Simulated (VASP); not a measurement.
## Al: relaxation of cell and atoms with PBE

The system is Al.

```
CELL_PARAMETERS angstrom
0.00000 2.02500 2.02500
2.02500 0.00000 2.02500
2.02500 2.02500 0.00000
ATOMIC_POSITIONS crystal
Al 0.00000 0.00000 0.00000
```

| Item | Value |
| --- | --- |
| Program | VASP 6.6.1 |
| Task | relaxation of cell and atoms |
| Functional | PBE |
| Potentials or basis | VASP PAW PBE potentials, release 64 (Al) |
| Cutoff | 500 eV |
| k mesh | 8 × 8 × 8 |
| Occupations | gaussian, width 0.1 eV |
| Spin | no spin polarisation |
| Dipole correction | no |
| Further INCAR settings | ALGO = Normal; EDIFF = 1e-07; IBRION = 2; EDIFFG = -0.005; NSW = 60; ISIF = 3 |

The relaxed volume is 16.51 Å³/atom and the relaxed cell is a = 2.858 Å, b = 2.858 Å, c = 2.858 Å, α = 60.00°, β = 60.00°, γ = 60.00°. The space group after relaxing (to 0.05 Å) is Fm-3m (No. 225) and the energy gained by relaxing is 0.2 meV/atom. The ionic steps are 3 and the pressure after relaxing is 0.0 GPa.

Step by step:
| step | energy change (eV) | largest force (eV/Å) | pressure (GPa) | volume (Å³) |
| --- | --- | --- | --- | --- |
| 1 | 0.0000 | 0.0000 | -0.48 | 16.61 |
| 2 | -0.0001 | 0.0000 | 0.10 | 16.49 |
| 3 | -0.0002 | 0.0000 | 0.00 | 16.51 |

Final structure:
```
Al
1.0
     0.00000    2.02092    2.02092
     2.02092    0.00000    2.02092
     2.02092    2.02092    0.00000
Al
1
Direct
  0.00000 0.00000 0.00000
```

Levels at points of the mesh, in eV from the Fermi level:
| k point | band 1 | band 2 | band 3 | band 4 |
| --- | --- | --- | --- | --- |
| (0.00, 0.00, 0.00) | -11.19 | 12.56 | 12.56 | 12.56 |
| (0.50, 0.00, 0.00) | -4.65 | -4.44 | 11.35 | 11.35 |
| (0.50, 0.50, 0.00) | -2.98 | -1.66 | 5.20 | 5.53 |

It took 18 s on 1 thread of AMD EPYC 7R13, on a shared host, peak memory 0.1 GiB.
